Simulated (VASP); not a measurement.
# HfGa2As2 (P-6m2) in VASP: further runs, part 2 of 2

VASP 6.6.1. The steps go on from the part before.

## 3. Relaxation of cell and atoms, PBE

This run uses another cell than the first one, of 21.42 Å³/atom.

INCAR

```
SYSTEM = HfGa2As2
PREC = Accurate ; ENCUT = 600
EDIFF = 1E-6 ; ISMEAR = 0
SIGMA = 0.1 ; LREAL = .False.
LASPH = .True. ; NELM = 80
ALGO = Fast ; ISIF = 3
LWAVE = .False. ; LCHARG = .False.
GGA = PE ; IBRION = 2
NSW = 90 ; EDIFFG = -0.04
```

KPOINTS

```
regular mesh
0
Gamma
  6 6 4
  0 0 0
```

POSCAR

```
HfGa2As2
1.0
    4.5966856363      0.0000000000      0.0000000000
   -2.2983428181      3.9808465342      0.0000000000
    0.0000000000      0.0000000000      5.8541038241
Hf Ga As
1 2 2
Direct
    0.6666666667      0.3333333333      0.0000000000
    0.6666666667      0.3333333333      0.5000000000
    0.0000000000      0.0000000000      0.0000000000
    0.3333333333      0.6666666667      0.7400734718
    0.3333333333      0.6666666667      0.2599265282
```

Potentials or basis: VASP PAW PBE potentials, release 64 (Hf_pv, Ga_d, As).

Started as:

```
$ cat potpaw_PBE.64/Hf_pv/POTCAR potpaw_PBE.64/Ga_d/POTCAR potpaw_PBE.64/As/POTCAR > POTCAR
$ mpirun -np 1 vasp_std > vasp.out
```

OUTCAR:

```text
SYSTEM = HfGa2As2
   PREC = Accurate
   ENCUT = 600
   EDIFF = 1E-6
   ISMEAR = 0
   LREAL = .False.
   LASPH = .True.
   NELM = 80
   ISIF = 3
   GGA = PE
   IBRION = 2
   NSW = 90
   EDIFFG = -0.04

 ion  position               nearest neighbor table
   1  0.667  0.333  0.000-   3 2.65   3 2.65   3 2.65   2 2.93   2 2.93   5 3.06   4 3.06   5 3.06
                             4 3.06   4 3.06   5 3.06
   2  0.667  0.333  0.500-   1 2.93   1 2.93
   3  0.000  0.000  0.000-   1 2.65   1 2.65   1 2.65
   4  0.333  0.667  0.740-   5 2.81   1 3.06   1 3.06   1 3.06
   5  0.333  0.667  0.260-   4 2.81   1 3.06   1 3.06   1 3.06

  LATTYP: Found a hexagonal cell.
 ALAT       =     4.5966856363
 C/A-ratio  =     1.2735488757

  Lattice vectors:

 A1 = (   4.5966856363,   0.0000000000,   0.0000000000)
 A2 = (  -2.2983428181,   3.9808465342,   0.0000000000)
 A3 = (   0.0000000000,   0.0000000000,   5.8541038241)

Analysis of symmetry for initial positions (statically):
=====================================================================
 Subroutine PRICEL returns:
 Original cell was already a primitive cell.

[... 161 lines left out ...]
 NGX is ok and might be reduce to    40
   NGX = 19   NGY = 19   NGZ = 23

--------------------------------------- Ionic step        1  -------------------------------------------

 number of electron      45.9999991 magnetization

 Free energy of the ion-electron system (eV)
  ---------------------------------------------------
  ext. energy  EPLUGINS =         0.00000000
  ---------------------------------------------------
  free energy    TOTEN  =       -24.92395012 eV

  energy without entropy =      -24.90202467  energy(sigma->0) =      -24.91298739

------------------------ aborting loop because EDIFF is reached ----------------------------------------

  FORCE on cell =-STRESS in cart. coord.  units (eV):
  Direction    XX          YY          ZZ          XY          YZ          ZX
  --------------------------------------------------------------------------------------
  -------------------------------------------------------------------------------------
  Total        1.9141428      1.9141428     -2.6554629      0.0000000     -0.0000000      0.0000000
  in kB       28.6288732     28.6288732    -39.7164262      0.0000000     -0.0000000      0.0000000
  external PRESSURE =       5.8471067 kB  Pullay stress =       0.0000000 kB
[... 182 lines left out ...]
--------------------------------------- Ionic step        6  -------------------------------------------

 number of electron      45.9999997 magnetization

 Free energy of the ion-electron system (eV)
  ---------------------------------------------------
  ext. energy  EPLUGINS =         0.00000000
  ---------------------------------------------------
  free energy    TOTEN  =       -25.06297630 eV

  energy without entropy =      -25.04845268  energy(sigma->0) =      -25.05571449

 E-fermi :   5.0197     XC(G=0): -10.3100

 val. band max:        4.9907418736   @ k =   0.5000   0.0000   0.5000
 cond. band min:       5.0697432562   @ k =   0.3333   0.1667   0.2500
 fundamental gap:      0.0790013827
 Fermi energy:         5.0197111259

 k-point     1 :       0.0000    0.0000    0.0000
  band No.  band energies     occupation
      1     -26.2144      2.00000
      2     -26.2144      2.00000
      3     -26.1453      2.00000
      4      -9.9903      2.00000
      5      -9.9570      2.00000
      6      -9.9570      2.00000
[... 651 lines left out ...]
  FREE ENERGIE OF THE ION-ELECTRON SYSTEM (eV)
  ---------------------------------------------------
  free  energy   TOTEN  =       -25.0629762961 eV

  energy  without entropy=      -25.0484526791  energy(sigma->0) =      -25.05571449

 reached required accuracy - stopping structural energy minimisation
```

OSZICAR:

```text
N       E                     dE             d eps       ncg     rms          rms(c)
DAV:   1     0.370205935391E+03    0.37021E+03   -0.24519E+04  1161   0.256E+03
DAV:   2     0.207322682183E+02   -0.34947E+03   -0.34318E+03  1198   0.578E+02
DAV:   3    -0.230597888700E+02   -0.43792E+02   -0.42015E+02  1364   0.155E+02
DAV:   4    -0.254046778063E+02   -0.23449E+01   -0.22041E+01  1548   0.314E+01
[... 92 lines left out ...]
RMM:   7    -0.250629679862E+02   -0.62792E-05   -0.10328E-04  1406   0.436E-02    0.190E-02
RMM:   8    -0.250629722116E+02   -0.42254E-05   -0.43553E-05  1119   0.237E-02    0.281E-03
RMM:   9    -0.250629745860E+02   -0.23744E-05   -0.24276E-05   943   0.150E-02    0.491E-03
RMM:  10    -0.250629756333E+02   -0.10473E-05   -0.11319E-05   841   0.101E-02    0.620E-03
RMM:  11    -0.250629762961E+02   -0.66281E-06   -0.71600E-06   787   0.718E-03
   6 F= -.25062976E+02 E0= -.25055714E+02  d E =-.574757E-02
```

CONTCAR:

```text
HfGa2As2
   1.00000000000000
     4.7085771187787673    0.0000000000013826   -0.0000000000000000
    -2.3542885593369691    4.0777474004896392   -0.0000000000000000
     0.0000000000000000    0.0000000000000000    5.6201630060399026
  Hf              Ga              As
     1     2     2
Direct
     0.6666666667000030    0.3333333332999970    0.0000000000000000
     0.6666666667000030    0.3333333332999970    0.5000000000000000
     1.0000000000000000    0.0000000000000000    0.0000000000000000
     0.3333333332999970    0.6666666667000030    0.7498097717103303
     0.3333333332999970    0.6666666667000030    0.2501902282896697

  0.00000000E+00  0.00000000E+00  0.00000000E+00
  0.00000000E+00  0.00000000E+00  0.00000000E+00
  0.00000000E+00  0.00000000E+00  0.00000000E+00
  0.00000000E+00  0.00000000E+00  0.00000000E+00
  0.00000000E+00  0.00000000E+00  0.00000000E+00
```

Wall time 6.3 min (1 thread of AMD EPYC 9R45 (Zen 5), shared host); peak memory 0.3 GiB.

Results:

```
Free energy                           : -25.0630 eV
Relaxed volume                        : 21.58 Å³/atom
Relaxed cell                          : a = 4.709 Å, b = 4.709 Å, c = 5.620 Å, α = 90.00°, β = 90.00°, γ = 120.00°
Space group after relaxing (to 0.1 Å) : P-6m2 (No. 187)
Energy gained by relaxing             : 27.8 meV/atom
Ionic steps                           : 6
Pressure after relaxing               : 0.2 GPa
Largest force after relaxing          : 0.035 eV/Å
Band gap on the k mesh                : zero (bands 23 and 24 overlap by 1.05 eV)
```

Forces in eV/Å, atoms in the order of the input:
```
Hf   0.000  0.000  0.000
Ga   0.000  0.000  0.000
Ga   0.000  0.000  0.000
As   0.000  0.000  0.035
As   0.000  0.000 -0.035
```

The path:
| step | energy change (eV) | largest force (eV/Å) | pressure (GPa) | volume (Å³) |
| --- | --- | --- | --- | --- |
| 1 | 0.0000 | 0.2068 | 0.58 | 107.12 |
| 2 | -0.1077 | 0.3211 | -0.29 | 108.27 |
| 3 | -0.1233 | 0.3198 | -0.53 | 108.76 |
| 4 | -0.1328 | 0.1875 | 0.26 | 107.63 |
| 5 | -0.1333 | 0.1460 | 0.50 | 107.31 |
| 6 | -0.1390 | 0.0352 | 0.17 | 107.91 |

Final structure:
```xyz
5
Lattice="4.7086 0.0000 0.0000 -2.3543 4.0777 0.0000 0.0000 0.0000 5.6202" Properties=species:S:1:pos:R:3 pbc="T T T"
Hf    2.3543    1.3592    0.0000
Ga    2.3543    1.3592    2.8101
Ga    4.7086    0.0000    0.0000
As    0.0000    2.7185    4.2141
As    0.0000    2.7185    1.4061
```

Caveat: spin-orbit coupling is left out, which moves the levels of the heavy elements.

## 4. Single point, PBE

This run uses another cell than the first one, of 21.59 Å³/atom.

INCAR

```
SYSTEM = HfGa2As2
  PREC = Accurate
  ENCUT = 520
  EDIFF = 1E-6
  ISMEAR = 0
  SIGMA = 0.1
  LREAL = .FALSE.
  LASPH = .TRUE.
  NELM = 80
  ALGO = Fast
  ISIF = 2
  LWAVE = .FALSE.
  LCHARG = .TRUE.
  GGA = PE
  LELF = .TRUE.
  LVHAR = .TRUE.
  NBANDS = 31
```

KPOINTS

```
Automatic mesh
0
G
  12 12 8
  0 0 0
```

POSCAR

```
HfGa2As2
1.0
    4.7194421271      0.0000000000      0.0000000000
   -2.3597210636      4.0871567738      0.0000000000
    0.0000000000      0.0000000000      5.5976562109
Hf Ga As
1 2 2
Direct
    0.6666666667      0.3333333333      0.0000000000
    0.6666666667      0.3333333333      0.5000000000
    0.0000000000      0.0000000000      0.0000000000
    0.3333333333      0.6666666667      0.7483739651
    0.3333333333      0.6666666667      0.2516260349
```

Started as:

```
$ cat potpaw_PBE.64/Hf_pv/POTCAR potpaw_PBE.64/Ga_d/POTCAR potpaw_PBE.64/As/POTCAR > POTCAR
$ mpirun -np 1 vasp_std > vasp.out
```

It took 4.9 min on 1 thread of AMD EPYC 9R45 (Zen 5), shared host; peak memory 0.42 GiB.

It converged, with:

```
Free energy            : -25.0182 eV
Pressure               : -0.1 GPa
Largest force          : 0.003 eV/Å
Band gap on the k mesh : zero (bands 23 and 24 overlap by 1.07 eV)
```

Forces on the atoms (eV/Å):
```
Hf   0.000  0.000  0.000
Ga   0.000  0.000  0.000
Ga   0.000  0.000  0.000
As   0.000  0.000 -0.003
As   0.000  0.000  0.003
```

Stress tensor (GPa, compression positive):
```
-0.13  0.00  0.00
 0.00 -0.13  0.00
 0.00  0.00  0.04
```

Levels at points of the mesh, in eV from the Fermi level:
```
           k point  band 19  band 20  band 21  band 22  band 23  band 24  band 25  band 26  band 27  band 28
(0.00, 0.00, 0.00)    -3.94    -2.25    -1.03    -1.03    -0.64    -0.64     0.75     2.00     2.00     3.35
(0.50, 0.00, 0.00)    -3.99    -3.04    -1.75    -1.36     0.16     0.33     0.74     1.97     3.39     3.46
(0.00, 0.00, 0.50)    -3.52    -2.49    -2.49    -2.36    -1.10     0.64     0.89     0.89     0.93     0.93
(0.50, 0.00, 0.50)    -3.33    -3.03    -2.11    -1.50    -1.19     0.02     0.23     2.77     2.79     2.86
```

Caveat: spin-orbit coupling is left out, which moves the levels of the heavy elements.

## 5. The runs side by side

```csv
task,cell,k mesh,cutoff (eV),gap on the mesh (eV),pressure (GPa),relaxed volume (Å³/atom),largest force (eV/Å)
relaxation of cell and atoms,"relaxed from a = 4.305, b = 4.305, c = 8.060 Å, angles 90.0, 90.0, 120.0°, 5 atoms, atomic positions A",6 × 6 × 2,600,none,0.0,21.39,0.01
relaxation of cell and atoms,"relaxed from a = 4.597, b = 4.597, c = 5.854 Å, angles 90.0, 90.0, 120.0°, 5 atoms, atomic positions B",6 × 6 × 4,600,none,0.2,21.58,0.04
single point,"a = 4.719, b = 4.719, c = 5.598 Å, angles 90.0, 90.0, 120.0°, 5 atoms, atomic positions C",12 × 12 × 8,520,none,-0.1,-,-
```

Alike in all rows: level PBE; potentials or basis VASP PAW PBE potentials, release 64 (Hf_pv, Ga_d, As); no spin polarisation; smearing gaussian 0.1 eV.

Caveats: some runs use coarse meshes; spin-orbit coupling is left out, which moves the levels of the heavy elements; the volume moved by over 15 % at a fixed basis, so the end points are rough (at least some runs).

Total energies depend on the potentials used, so only differences within one code and one set of settings carry meaning.

The gap in the log of VASP goes by the Fermi energy; the results here count the filled bands.